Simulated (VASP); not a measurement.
Here is a VASP 6.6.1 calculation.

Contents of POSCAR:

```
PbSe
1.0
    0.0000000000      3.4570994524      3.4570994524
    3.4570994524      0.0000000000      3.4570994524
    3.4570994524      3.4570994524      0.0000000000
Pb Se
1 1
Direct
    0.0000000000      0.0000000000      0.0000000000
    0.2500000000      0.2500000000      0.2500000000
```

File INCAR.step1:

```
SYSTEM = PbSe
  PREC = Accurate
  ENCUT = 520
  ISMEAR = 0
  SIGMA = 0.01
  LREAL = .False.
  LASPH = .True.
  NELM = 80
  NBANDS = 17
  GGA = PE
  ALGO = Normal
  EDIFF = 1E-4
  LWAVE = .True.
  LCHARG = .False.
```

The input INCAR.step2:

```
SYSTEM = PbSe
  PREC = Accurate
  ENCUT = 520
  EDIFF = 1E-7
  ISMEAR = 0
  SIGMA = 0.01
  LREAL = .False.
  LASPH = .True.
  NELM = 80
  ALGO = Normal
  ISIF = 2
  LWAVE = .False.
  LCHARG = .False.
  METAGGA = R2SCAN
  LMIXTAU = .True.
  NBANDS = 17
  ISTART = 1
```

File KPOINTS:

```
regular mesh
0
Gamma
  6 6 6
  0 0 0
```

Potentials or basis: VASP PAW PBE potentials, release 64 (Pb_d, Se).

Launch:

```console
$ cat potpaw_PBE.64/Pb_d/POTCAR potpaw_PBE.64/Se/POTCAR > POTCAR
$ cp INCAR.step1 INCAR
$ mpirun -np 1 vasp_std > vasp.out
$ cp INCAR.step2 INCAR
$ mpirun -np 1 vasp_std > vasp.out
```

Predict the pressure.

-0.9 GPa.

What does it give for the band gap on the k mesh?

0.99 eV, indirect (least direct gap 1.38 eV).

Caveat: the PAW data sets were made with another functional, which shifts forces and pressure a little; spin-orbit coupling is left out, which moves the levels of the heavy elements. A k mesh can miss the band edges.
